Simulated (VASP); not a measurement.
Pd:

```
Pd
1.0
     0.00000    1.92114    1.92114
     1.92114    0.00000    1.92114
     1.92114    1.92114    0.00000
Pd
1
Direct
  0.00000 0.00000 0.00000
```

Program: VASP 6.6.1. Alike in all runs: task single point; level LDA; potentials or basis VASP PAW LDA potentials, release 64 (Pd); no spin polarisation; cell as given; cutoff (eV) 520.

Task: Order these runs on this cell by their pressure, lowest first.
A. k mesh 14 × 14 × 14; smearing fermi-dirac 0.6 eV
B. k mesh 2 × 2 × 2; smearing fermi-dirac 0.1 eV
C. k mesh 14 × 14 × 14; smearing fermi-dirac 0.03 eV
D. k mesh 14 × 14 × 14; smearing fermi-dirac 1 eV
E. k mesh 14 × 14 × 14; smearing gaussian 1 eV

Result: C (-0.1 GPa), E (2.6 GPa), A (5.9 GPa), D (14.4 GPa), B (62.8 GPa).

Caveats: some runs use coarse meshes.
